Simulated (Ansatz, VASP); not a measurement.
## AlN in VASP and in Ansatz

```
Al N
1.0
     3.40770    0.00000    0.00000
    -1.70385    2.95115    0.00000
     0.00000    0.00000    4.07254
Al N
2 2
Cartesian
  0.0000 1.9674 3.0544
  1.7038 0.9837 1.0181
  0.0000 1.9674 1.0181
  1.7038 0.9837 3.0544
```

Alike in both runs: task single point; functional PBEsol; k mesh 9 × 9 × 6; occupations gaussian, width 0.05 eV; no spin polarisation.

|  | VASP | Ansatz |
| --- | --- | --- |
| version | VASP 6.6.1 | Ansatz 0.2.0 |
| potentials or method | VASP PAW PBE potentials, release 64 (Al, N), cutoff 520 eV | scalar-relativistic, plane waves, PAW |
| valence electrons in the cell | 16 | 16 |

```csv
,VASP,Ansatz,Ansatz less VASP
gap on the k mesh at the Fermi level (eV),3.15,3.14,-0.010
least direct gap on the mesh (eV),3.15,3.14,-0.010
pressure (GPa),-9.5,-9.4,+0.03
"traceless stress, the component that is largest in VASP (GPa)",6.14,6.08,-0.064
```

VASP's potentials were made for PBE, not for PBEsol, and Ansatz warns of the same on its side. The functional is the same, so the differences come from potentials, cutoffs and numerics.
